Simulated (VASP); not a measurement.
Input of a VASP 6.6.1 run:

INCAR

```
SYSTEM = TiVC4N4
PREC     = Accurate       ! precision mode
ENCUT    = 520            ! plane-wave cutoff, eV
EDIFF    = 1E-6           ! SCF threshold, eV
ISMEAR   = 0              ! smearing method
SIGMA    = 0.1            ! smearing width, eV
LREAL    = .FALSE.        ! projectors in reciprocal space
LASPH    = .TRUE.         ! aspherical terms in the spheres
NELM     = 150            ! most SCF steps
ALGO     = Normal         ! electronic algorithm
ISIF     = 2              ! what is computed and relaxed
LWAVE    = .FALSE.        ! write WAVECAR
LCHARG   = .TRUE.         ! write CHGCAR
ISPIN    = 2              ! spin polarisation
MAGMOM   = 1 2 0 0 0 0 0 0 0 0 ! initial moments
LORBIT   = 11             ! projections on sites
LMAXMIX  = 4              ! l up to which the mixer works
GGA      = PE             ! functional
LELF     = .TRUE.         ! ELF
LVHAR    = .TRUE.       
NBANDS   = 46             ! bands
```

File KPOINTS:

```
regular mesh
0
G
  4 4 4
  0 0 0
```

The input POSCAR:

```
TiVC4N4
1.0
    5.9539615046      0.0000000000      0.0000000000
    0.0000000000      5.9539615046      0.0000000000
    0.0000000000      0.0000000000      5.9539615046
Ti V C N
1 1 4 4
Direct
    0.0000000000      0.0000000000      0.0000000000
    0.5000000000      0.5000000000      0.5000000000
    0.2011597012      0.2011597012      0.2011597012
    0.2011597012      0.7988402988      0.7988402988
    0.7988402988      0.2011597012      0.7988402988
    0.7988402988      0.7988402988      0.2011597012
    0.3167757410      0.3167757410      0.3167757410
    0.3167757410      0.6832242590      0.6832242590
    0.6832242590      0.3167757410      0.6832242590
    0.6832242590      0.6832242590      0.3167757410
```

Potentials or basis: VASP PAW PBE potentials, release 64 (Ti_sv, V_sv, C, N).

Launch:

```sh
$ cat potpaw_PBE.64/Ti_sv/POTCAR potpaw_PBE.64/V_sv/POTCAR potpaw_PBE.64/C/POTCAR potpaw_PBE.64/N/POTCAR > POTCAR
$ mpirun -np 1 vasp_std > vasp.out
```

Q: What does it give for the net moment?

A: 0.00 μB per cell.

Q: Estimate the largest force.

A: 0.546 eV/Å.

Forces on the atoms (eV/Å):
```
Ti   0.000  0.000  0.000
V    0.000  0.000  0.000
C   -0.304 -0.304 -0.304
C   -0.304  0.304  0.304
C    0.304 -0.304  0.304
C    0.304  0.304 -0.304
N    0.315  0.315  0.315
N    0.315 -0.315 -0.315
N   -0.315  0.315 -0.315
N   -0.315 -0.315  0.315
```
